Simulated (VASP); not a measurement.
# B3C (Fm-3m) in VASP: notebook

Runs on B3C. Level: PBE. Tasks: single point, relaxation of cell and atoms.

All numbers are computed with VASP 6.6.1; they aren't measurements. Logs are shortened: lines on timing, memory, paths and dates and some standing lists are left out, and cuts for length are marked.

### 1 The cell of the first run

It takes space group Fm-3m (No. 225, cubic). The conventional cell has a = 4.700 Å, b = 4.700 Å, c = 4.700 Å, α = 90.00°, β = 90.00°, γ = 90.00°. Within 2.7 Å of B (site symmetry -43m) lie 10 B at 2.04 to 2.35 Å and 4 C at 2.04 Å. Within 2.7 Å of B (site symmetry m-3m) lie 8 B at 2.04 Å and 6 C at 2.35 Å. C (site symmetry m-3m) has 14 B at 2.04 to 2.35 Å within 2.7 Å.

### 2 Single point, PBE

Input file INCAR:

```
SYSTEM = B3C
PREC = Accurate
ENCUT = 520
EDIFF = 1E-6
ISMEAR = 0
SIGMA = 0.1
LREAL = .FALSE.
LASPH = .TRUE.
NELM = 80
ALGO = Normal
ISIF = 2
LWAVE = .FALSE.
LCHARG = .TRUE.
GGA = PE
LELF = .TRUE.
LVHAR = .TRUE.
NBANDS = 14
```

Input file KPOINTS:

```
Automatic mesh
0
G
  6 6 6
  0 0 0
```

Input file POSCAR:

```
B3C
1.0
    0.0000000000      2.3500469955      2.3500469955
    2.3500469955      0.0000000000      2.3500469955
    2.3500469955      2.3500469955      0.0000000000
B C
3 1
Direct
    0.7500000000      0.7500000000      0.7500000000
    0.2500000000      0.2500000000      0.2500000000
    0.5000000000      0.5000000000      0.5000000000
    0.0000000000      0.0000000000      0.0000000000
```

Potentials or basis: VASP PAW PBE potentials, release 64 (B, C).

Started as:

```sh
$ cat potpaw_PBE.64/B/POTCAR potpaw_PBE.64/C/POTCAR > POTCAR
$ mpirun -np 1 vasp_std > vasp.out
```

OUTCAR:

```text
SYSTEM = B3C
   PREC = Accurate
   ENCUT = 520
   EDIFF = 1E-6
   ISMEAR = 0
   LREAL = .FALSE.
   LASPH = .TRUE.
   NELM = 80
   ISIF = 2
   GGA = PE

 ion  position               nearest neighbor table
   1  0.750  0.750  0.750-   3 2.04   3 2.04   3 2.04   3 2.04   4 2.04   4 2.04   4 2.04   4 2.04

   2  0.250  0.250  0.250-   4 2.04   4 2.04   4 2.04   3 2.04   4 2.04   3 2.04   3 2.04   3 2.04

   3  0.500  0.500  0.500-   2 2.04   2 2.04   2 2.04   1 2.04   2 2.04   1 2.04   1 2.04   1 2.04

   4  0.000  0.000  0.000-   1 2.04   1 2.04   1 2.04   1 2.04   2 2.04   2 2.04   2 2.04   2 2.04

  LATTYP: Found a face centered cubic cell.
 ALAT       =     4.7000939910

  Lattice vectors:

 A1 = (   0.0000000000,   2.3500469955,   2.3500469955)
 A2 = (   2.3500469955,   0.0000000000,   2.3500469955)
 A3 = (   2.3500469955,   2.3500469955,   0.0000000000)

Analysis of symmetry for initial positions (statically):
=====================================================================
 Subroutine PRICEL returns:
 Original cell was already a primitive cell.

 Routine SETGRP: Setting up the symmetry group for a
 face centered cubic supercell.

 Subroutine GETGRP returns: Found 48 space group operations
 (whereof 48 operations were pure point group operations)
 out of a pool of 48 trial point group operations.

The static configuration has the point symmetry O_h .

Analysis of symmetry for dynamics (positions and initial velocities):
=====================================================================
 Subroutine PRICEL returns:
 Original cell was already a primitive cell.

 Routine SETGRP: Setting up the symmetry group for a
 face centered cubic supercell.

 Subroutine GETGRP returns: Found 48 space group operations
 (whereof 48 operations were pure point group operations)
 out of a pool of 48 trial point group operations.

The dynamic configuration has the point symmetry O_h .

 Subroutine INISYM returns: Found 48 space group operations
 (whereof 48 operations are pure point group operations),
 and found     1 'primitive' translations

----------------------------------------------------------------------------------------

                                     Primitive cell

  volume of cell :      25.9573

  direct lattice vectors                    reciprocal lattice vectors
     0.000000000  2.350046996  2.350046996    -0.212761703  0.212761703  0.212761703
     2.350046996  0.000000000  2.350046996     0.212761703 -0.212761703  0.212761703
     2.350046996  2.350046996  0.000000000     0.212761703  0.212761703 -0.212761703
[... 94 lines left out ...]
   ISMEAR =     0;   SIGMA  =   0.10  broadening in eV -4-tet -1-fermi 0-gaus
   EFERMI_NEDOS =   21; number of points for ismear=-14 and -15
   IALGO  =     38    algorithm
   IMIX   =      4    mixing-type and parameters
     AMIX     =   0.40;   BMIX     =  1.00
     AMIX_MAG =   1.60;   BMIX_MAG =  1.00
  volume/ion in A,a.u.               =       6.49        43.79
  Fermi-wavevector in a.u.,A,eV,Ry     =   1.300078  2.456791 22.996605  1.690203
  Thomas-Fermi vector in A             =   2.431300
   LORBIT       =      0    0 simple, 1 ext, 2 COOP (PROOUT), +10 PAW based schemes
   GGA     = PE    functional components
   LHFCALC =     F    Hartree Fock is set to
   AEXX    =    0.0000 exact exchange contribution
   IVDW    =     0    specifies the selected vdW correction
   LEPSILON=     F    determine dielectric tensor
   LRPA    =     F    only Hartree local field effects (RPA)
 non-spin polarized calculation
 Gauss-broadening in eV      SIGMA  =   0.10
  energy-cutoff  :      520.00
  volume of cell :       25.96
 maximum number of plane-waves:       725
 NGX is ok and might be reduce to    28
   NGX = 13   NGY = 13   NGZ = 13

 number of electron      13.0000000 magnetization

 Free energy of the ion-electron system (eV)
  ---------------------------------------------------
  ext. energy  EPLUGINS =         0.00000000
  ---------------------------------------------------
  free energy    TOTEN  =       -19.80867054 eV

  energy without entropy =      -19.80597480  energy(sigma->0) =      -19.80732267

 E-fermi :   9.0293     XC(G=0): -12.7835

 val. band max:        8.7528659472   @ k =   0.5000   0.1667   0.0000
 cond. band min:       9.1370975937   @ k =   0.3333   0.1667   0.0000
 fundamental gap:      0.3842316465
 Fermi energy:         9.0293022876

 k-point     1 :       0.0000    0.0000    0.0000
  band No.  band energies     occupation
      1      -9.4700      2.00000
      2       5.8258      2.00000
      3       5.8258      2.00000
      4       5.8258      2.00000
      5       6.8150      2.00000
      6       7.2569      2.00000
      7       7.2569      2.00000
      8       7.2569      2.00000
      9       9.3915      0.00000
     10       9.3915      0.00000
     11       9.3915      0.00000
     12      11.6449      0.00000
     13      18.1628      0.00000
     14      19.8100      0.00000
[... 241 lines left out ...]
      1      -4.3909      2.00000
      2      -2.6734      2.00000
      3      -1.4004      2.00000
      4      -1.0796      2.00000
      5       5.6840      2.00000
      6       7.5131      2.00000
      7      10.3416      0.00000
      8      12.0602      0.00000
      9      13.6898      0.00000
     10      14.5261      0.00000
     11      16.0099      0.00000
     12      17.0891      0.00000
     13      19.5150      0.00000
     14      20.3075      0.00000

------------------------ aborting loop because EDIFF is reached ----------------------------------------

  FORCE on cell =-STRESS in cart. coord.  units (eV):
  Direction    XX          YY          ZZ          XY          YZ          ZX
  --------------------------------------------------------------------------------------
  -------------------------------------------------------------------------------------
  Total       -0.0612981     -0.0612981     -0.0612981      0.0000000      0.0000000      0.0000000
  in kB       -3.7835342     -3.7835342     -3.7835342      0.0000000      0.0000000      0.0000000
  external PRESSURE =      -3.7835342 kB  Pullay stress =       0.0000000 kB

 VOLUME and BASIS-vectors are now :
 -----------------------------------------------------------------------------
  energy-cutoff  :      520.00
  volume of cell :       25.96
      direct lattice vectors                 reciprocal lattice vectors
     0.000000000  2.350046996  2.350046996    -0.212761703  0.212761703  0.212761703
     2.350046996  0.000000000  2.350046996     0.212761703 -0.212761703  0.212761703
     2.350046996  2.350046996  0.000000000     0.212761703  0.212761703 -0.212761703

 POSITION                                       TOTAL-FORCE (eV/Angst)
 -----------------------------------------------------------------------------------
      3.52507      3.52507      3.52507         0.000000      0.000000      0.000000
      1.17502      1.17502      1.17502        -0.000000     -0.000000     -0.000000
      2.35005      2.35005      2.35005        -0.000000     -0.000000      0.000000
      0.00000      0.00000      0.00000        -0.000000     -0.000000      0.000000
 -----------------------------------------------------------------------------------
    total drift:                               -0.000000     -0.000000      0.000000

  FREE ENERGIE OF THE ION-ELECTRON SYSTEM (eV)
  ---------------------------------------------------
  free  energy   TOTEN  =       -19.8086705392 eV

  energy  without entropy=      -19.8059747975  energy(sigma->0) =      -19.80732267
```

OSZICAR:

```text
N       E                     dE             d eps       ncg     rms          rms(c)
DAV:   1     0.142746416227E+02    0.14275E+02   -0.58409E+03   448   0.824E+02
DAV:   2    -0.186425707528E+02   -0.32917E+02   -0.30122E+02   562   0.146E+02
DAV:   3    -0.198269155568E+02   -0.11843E+01   -0.11653E+01   636   0.224E+01
DAV:   4    -0.198329652547E+02   -0.60497E-02   -0.60484E-02   448   0.167E+00
DAV:   5    -0.198330059223E+02   -0.40668E-04   -0.40667E-04   644   0.109E-01    0.263E+00
DAV:   6    -0.198128521917E+02    0.20154E-01   -0.22100E-02   538   0.879E-01    0.155E+00
DAV:   7    -0.198090419085E+02    0.38103E-02   -0.57085E-03   584   0.502E-01    0.479E-01
DAV:   8    -0.198086680130E+02    0.37390E-03   -0.40259E-04   554   0.154E-01    0.183E-02
DAV:   9    -0.198086695417E+02   -0.15287E-05   -0.73779E-06   526   0.226E-02    0.126E-02
DAV:  10    -0.198086705392E+02   -0.99754E-06   -0.62329E-07   290   0.637E-03
   1 F= -.19808671E+02 E0= -.19807323E+02  d E =-.269574E-02
```

Wall time 4.8 s (1 thread of Intel Xeon Platinum 8488C (Sapphire Rapids), shared host); peak memory 0.14 GiB.

What came out:

| Quantity | Value |
| --- | --- |
| Free energy | -19.8087 eV |
| Pressure | -0.4 GPa |

Caveat: the k points lie up to 0.39 Å⁻¹ apart.

### 3 Relaxation of cell and atoms, PBE

This run uses another cell than the first one, of 9.08 Å³/atom, 1.399 times its volume.

Input file INCAR:

```
SYSTEM = B3C
PREC     = Accurate       ! precision mode
ENCUT    = 600            ! plane-wave cutoff, eV
EDIFF    = 1E-7           ! SCF threshold, eV
ISMEAR   = 0              ! smearing method
SIGMA    = 0.1            ! smearing width, eV
LREAL    = .FALSE.        ! projectors in reciprocal space
LASPH    = .TRUE.         ! aspherical terms in the spheres
NELM     = 60             ! most SCF steps
ALGO     = Normal         ! electronic algorithm
ISIF     = 3              ! what is computed and relaxed
LWAVE    = .FALSE.        ! write WAVECAR
LCHARG   = .FALSE.        ! write CHGCAR
GGA      = PE             ! functional
IBRION   = 2              ! ionic algorithm
NSW      = 90             ! ionic steps
EDIFFG   = -0.04          ! ionic threshold
```

KPOINTS is that of step 2.

Input file POSCAR:

```
B3C
1.0
    0.0000000000      2.6282626900      2.6282626900
    2.6282626900      0.0000000000      2.6282626900
    2.6282626900      2.6282626900      0.0000000000
B C
3 1
Direct
    0.7500000000      0.7500000000      0.7500000000
    0.2500000000      0.2500000000      0.2500000000
    0.5000000000      0.5000000000      0.5000000000
    0.0000000000      0.0000000000      0.0000000000
```

Potentials or basis: VASP PAW PBE potentials, release 64 (B, C).

Started as:

```sh
$ cat potpaw_PBE.64/B/POTCAR potpaw_PBE.64/C/POTCAR > POTCAR
$ mpirun -np 1 vasp_std > vasp.out
```

It took 19 s on 1 thread of Intel Xeon Platinum 8488C (Sapphire Rapids), shared host; peak memory 0.16 GiB.

The run converged. Its results:

| Quantity | Value |
| --- | --- |
| Free energy | -19.8201 eV |
| Relaxed volume | 6.48 Å³/atom |
| Relaxed cell | a = 3.322 Å, b = 3.322 Å, c = 3.322 Å, α = 60.00°, β = 60.00°, γ = 60.00° |
| Space group after relaxing (to 0.05 Å) | Fm-3m (No. 225) |
| Energy gained by relaxing | 382.3 meV/atom |
| Ionic steps | 3 |
| Pressure after relaxing | -0.1 GPa |

Step by step:
```
step  energy change (eV)  largest force (eV/Å)  pressure (GPa)  volume (Å³)
   1              0.0000                0.0000          -35.21        36.31
   2             -1.5090                0.0000           -7.00        26.80
   3             -1.5292                0.0000           -0.10        25.91
```

Final structure:
```
CELL_PARAMETERS angstrom
0.00000 2.34874 2.34874
2.34874 0.00000 2.34874
2.34874 2.34874 0.00000
ATOMIC_POSITIONS crystal
B 0.75000 0.75000 0.75000
B 0.25000 0.25000 0.25000
B 0.50000 0.50000 0.50000
C 0.00000 0.00000 0.00000
```

Levels at points of the mesh, in eV from the Fermi level:
```csv
k point,band 2,band 3,band 4,band 5,band 6,band 7,band 8,band 9,band 10
"(0.00, 0.00, 0.00)",-3.21,-3.21,-3.21,-2.21,-1.78,-1.78,-1.78,0.36,0.36
"(0.50, 0.00, 0.00)",-13.59,-4.74,-4.74,-3.49,-3.49,-2.82,0.13,5.61,6.46
"(0.50, 0.50, 0.00)",-12.29,-8.67,-8.67,-6.39,-4.05,4.30,4.30,5.67,6.54
```

Caveat: the volume moved by over 15 % at a fixed basis, so the end points are rough.
